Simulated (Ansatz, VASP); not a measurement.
## Ag in VASP and in Ansatz

The input INCAR:

```
SYSTEM = Ag
PREC     = Accurate       ! precision mode
ENCUT    = 400            ! plane-wave cutoff, eV
EDIFF    = 1E-8           ! SCF threshold, eV
ISMEAR   = -1             ! smearing method
SIGMA    = 0.05           ! smearing width, eV
LREAL    = .False.        ! projectors in reciprocal space
LASPH    = .True.         ! aspherical terms in the spheres
NELM     = 120            ! most SCF steps
ALGO     = Normal         ! electronic algorithm
ISIF     = 2              ! what is computed and relaxed
LWAVE    = .False.        ! write WAVECAR
LCHARG   = .False.        ! write CHGCAR
GGA      = PE             ! functional
LEFG     = .True.       
NBANDS   = 12             ! bands
GGA_COMPAT= .False.
```

KPOINTS

```
regular mesh
0
Gamma
  15 15 15
  0 0 0
```

Contents of POSCAR:

```
Ag
1.0
    0.0000000000      1.9818070000      2.0431000000
    1.9818070000      0.0000000000      2.0431000000
    1.9818070000      1.9818070000      0.0000000000
Ag
1
Direct
    0.0000000000      0.0000000000      0.0000000000
```

Input for Ansatz:

```yaml
crystal:
  lattice:
    - [0.0, 1.981807, 2.0431]
    - [1.981807, 0.0, 2.0431]
    - [1.981807, 1.981807, 0.0]
  atoms:
    - { symbol: Ag, position: [0.0, 0.0, 0.0] }
kpoints:
  mp_grid: { grid: [15, 15, 15] }
scf:
  occupations: { method: fermi_dirac, width: 0.05 }
hamiltonian:
  xc: pbe
  pseudopotentials: { kind: all_electron, datasets: crystal }
output:
  forces: true
  stress: true
  eigenvalues: true
  efg: { contact_densities: true }
```

Change from the starting cell: equal xx and yy strain of -3 %, crystal datasets.

Alike in both runs: task electric field gradients; functional PBE; k mesh 15 × 15 × 15; occupations fermi-dirac, width 0.05 eV; no spin polarisation.

|  | VASP | Ansatz |
| --- | --- | --- |
| version | VASP 6.6.1 | Ansatz 0.2.0 |
| potentials or method | VASP PAW PBE potentials, release 64 (Ag), cutoff 400 eV | all-electron PAW with datasets made for the crystal, scalar-relativistic |

|  | VASP | Ansatz | Ansatz less VASP |
| --- | --- | --- | --- |
| pressure (GPa) | 12.5 | 13.0 | +0.58 |
| traceless stress, the component that is largest in VASP (GPa) | -0.87 | -0.89 | -0.029 |
| size of Vzz on the site where it differs most (V/Å²) | 1.2 | 0.1 | -1.11 |

Ansatz ran all-electron here, and VASP with PAW potentials.
